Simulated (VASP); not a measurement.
MoS2:

```xyz
3
Lattice="3.2275 0.0000 0.0000 -1.6137 2.7951 0.0000 0.0000 0.0000 6.3125" Properties=species:S:1:pos:R:3 pbc="T T T"
Mo    0.0000    0.0000    3.1562
S     1.6137    0.9317    4.7008
S     0.0000    1.8634    1.6117
```

Base run:

| Item | Value |
| --- | --- |
| Program | VASP 6.6.1 |
| Functional | PBE |
| Potentials or basis | VASP PAW PBE potentials, release 64 (Mo_sv, S) |
| Cutoff | 520 eV |
| k mesh | 9 × 9 × 4 |
| Occupations | gaussian, width 0.029 eV |
| Spin | no spin polarisation |

Its results: band gap on the k mesh zero (bands 13 and 14 overlap by 1.03 eV); pressure 1.0 GPa; largest force 0.286 eV/Å.

After a change of settings the same cell gave: band gap on the k mesh zero (bands 13 and 14 overlap by 1.14 eV); pressure 3.8 GPa; largest force 0.504 eV/Å. Which change was it?
A. functional from PBE to b88 exchange, pbe correlation; cutoff from 520 eV to 500 eV; occupations from gaussian, width 0.029 eV to fermi-dirac, width 0.05 eV
B. k mesh from 9 × 9 × 4 to 3 × 3 × 2; occupations from gaussian, width 0.029 eV to fermi-dirac, width 0.05 eV
C. occupations from gaussian, width 0.029 eV to fermi-dirac, width 0.05 eV; hubbard terms from none to Mo d U = 5.0 eV
D. occupations from gaussian, width 0.029 eV to gaussian, width 0.03 eV; further incar settings from ALGO = Normal; EDIFF = 1e-06; NBANDS = 20 to ALGO = Normal; EDIFF = 1e-07; NBANDS = 20

C.

Caveats: this functional lacks dispersion, which binds the layers, so the pressure and a relaxed spacing across them are unreliable; the cell stands under pressure (at least some runs); U without spin polarisation on a metal has little footing (at least some runs).
